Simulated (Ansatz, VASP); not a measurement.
# Two plane-wave programs on Si5Ni

```
Si Ni
1.0
     3.86771    0.00000    0.00000
    -1.93385    3.34953    0.00000
     0.00000    0.00000   28.14177
Si Ni
10 2
Direct
  0.38174 0.61826 0.26308
  0.04812 0.95188 0.28621
  0.05089 0.94911 0.37093
  0.71739 0.28261 0.39801
  0.71900 0.28100 0.48284
  0.38949 0.61051 0.51451
  0.77844 0.22156 0.57828
  0.10998 0.89002 0.62944
  0.45225 0.54775 0.68665
  0.78526 0.21474 0.73636
  0.44444 0.55556 0.60042
  0.11890 0.88110 0.71115
```

Alike in both runs: functional PBE; k mesh 9 × 9 × 1; occupations gaussian, width 0.1 eV; no spin polarisation.

Ansatz relaxed the structure, and its values are those at the end. VASP's run is a single point on that final structure, the one shown.

|  | VASP | Ansatz |
| --- | --- | --- |
| version | VASP 6.6.1 | Ansatz 0.2.0 |
| potentials or method | VASP PAW PBE potentials, release 64 (Si, Ni), cutoff 520 eV | scalar-relativistic, plane waves, PAW |
| valence electrons in the cell | 60 | 76 |

```tsv
	VASP	Ansatz	Ansatz less VASP
gap on the k mesh at the Fermi level (eV)	none	none	-
rms of the force components (eV/Å)	0.003	0.003	-0.0008
```

A gap of «none» marks a metal or a gap that the smearing closes. VASP's potentials hold 60 valence electrons a cell and Ansatz's 76, so a difference there can come from the potentials and not from the codes.
